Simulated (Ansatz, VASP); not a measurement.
# Cu in VASP and in Ansatz

Contents of INCAR:

```
ALGO = Normal
EDIFF = 1E-6
ENCUT = 520
GGA = PS
ISIF = 2
ISMEAR = -1
LASPH = True
LCHARG = True
LELF = True
LREAL = False
LVHAR = True
LWAVE = False
NBANDS = 12
NELM = 80
PREC = Accurate
SIGMA = 0.08
```

KPOINTS

```
k-points
0
Gamma
  19 19 19
```

Contents of POSCAR:

```
Cu
1.0
    0.0000000000      1.8075000000      1.7894250000
    1.8075000000      0.0000000000      1.7894250000
    1.8075000000      1.8075000000      0.0000000000
Cu
1
Direct
    0.0000000000      0.0000000000      0.0000000000
```

Input for Ansatz:

```yaml
crystal:
  lattice:
    - [0.0, 1.8075, 1.789425]
    - [1.8075, 0.0, 1.789425]
    - [1.8075, 1.8075, 0.0]
  atoms:
    - { symbol: Cu, position: [0.0, 0.0, 0.0] }
kpoints:
  mp_grid: { grid: [19, 19, 19] }
  band_path:
    path:
      - [0.0, 0.0, 0.0]
      - [0.0, 0.5, 0.5]
      - [0.25, 0.75, 0.5]
      - [0.0, 0.5, 0.0]
      - [0.0, 0.0, 0.0]
      - [0.5, 0.5, 0.0]
      - [0.3775380063, 0.6224619937, 0.0]
      - [-0.3775380063, 0.3775380063, 0.0]
      - [0.0, 0.0, 0.0]
    npoints: 5
scf:
  occupations: { method: fermi_dirac, width: 0.08 }
hamiltonian:
  xc: pbesol
  pseudopotentials: { kind: all_electron, lapw: { basis_error: 0.00025 } }
output:
  forces: true
  stress: true
  eigenvalues: true
```

Change from the starting cell: zz strain of -1 %.

Alike in both runs: task single point; functional PBEsol; k mesh 19 × 19 × 19; occupations fermi-dirac, width 0.08 eV; no spin polarisation.

|  | VASP | Ansatz |
| --- | --- | --- |
| version | VASP 6.6.1 | Ansatz 0.2.0 |
| potentials or method | VASP PAW PBE potentials, release 64 (Cu), cutoff 520 eV | all-electron LAPW, scalar-relativistic |

```tsv
	VASP	Ansatz	Ansatz less VASP
pressure (GPa)	-4.5	-5.1	-0.70
traceless stress, the component that is largest in VASP (GPa)	0.28	0.29	+0.014
```

VASP's potentials were made for PBE, not for PBEsol. Ansatz ran all-electron here, and VASP with PAW potentials.
